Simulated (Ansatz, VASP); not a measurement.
Nb: VASP beside Ansatz

INCAR

```
SYSTEM = Nb
PREC     = Accurate       ! precision mode
ENCUT    = 600            ! plane-wave cutoff, eV
EDIFF    = 1E-7           ! SCF threshold, eV
ISMEAR   = 0              ! smearing method
SIGMA    = 0.1            ! smearing width, eV
LREAL    = .FALSE.        ! projectors in reciprocal space
LASPH    = .TRUE.         ! aspherical terms in the spheres
NELM     = 60             ! most SCF steps
ALGO     = Normal         ! electronic algorithm
ISIF     = 3              ! what is computed and relaxed
LWAVE    = .FALSE.        ! write WAVECAR
LCHARG   = .FALSE.        ! write CHGCAR
GGA      = PE             ! functional
IBRION   = 2              ! ionic algorithm
NSW      = 100            ! ionic steps
EDIFFG   = -0.005         ! ionic threshold
```

KPOINTS

```
regular mesh
0
G
  18 18 18
  0 0 0
```

POSCAR

```
Nb
1.0
   -1.6588161896      1.6588161896      1.6588161896
    1.6588161896     -1.6588161896      1.6588161896
    1.6588161896      1.6588161896     -1.6588161896
Nb
1
Direct
    0.0000000000      0.0000000000      0.0000000000
```

Input for Ansatz:

```yaml
crystal:
  lattice:
    - [-1.6588161896, 1.6588161896, 1.6588161896]
    - [1.6588161896, -1.6588161896, 1.6588161896]
    - [1.6588161896, 1.6588161896, -1.6588161896]
  atoms:
    - { symbol: Nb, position: [0.0, 0.0, 0.0] }
basis:
  ecutwfc: 420
kpoints:
  mp_grid: { grid: [18, 18, 18] }
hamiltonian:
  xc: pbe
scf:
  occupations: { method: gaussian, width: 0.1 }
output:
  forces: true
  stress: true
  eigenvalues: true
relax:
  adjacent_minimum: "off"
  f_tol: 0.005
  max_steps: 80
  cell: { stress_tol: 0.05 }
```

Alike in both runs: task relaxation of cell and atoms; functional PBE; k mesh 18 × 18 × 18; occupations gaussian, width 0.1 eV; no spin polarisation.

```csv
,VASP,Ansatz
version,VASP 6.6.1,Ansatz 0.2.0
potentials or method,"VASP PAW PBE potentials, release 64 (Nb_sv), cutoff 600 eV","scalar-relativistic, plane waves, PAW"
valence electrons in the cell,13,13
```

```tsv
	VASP	Ansatz	Ansatz less VASP
gap on the k mesh at the Fermi level, each at its own relaxed structure (eV)	none	none	-
relaxed volume (Å³/atom)	18.12	18.15	+0.033
relaxed cell length with the largest relative difference (Å)	2.866	2.868	+0.0018
```

A gap of «none» marks a metal or a gap that the smearing closes.
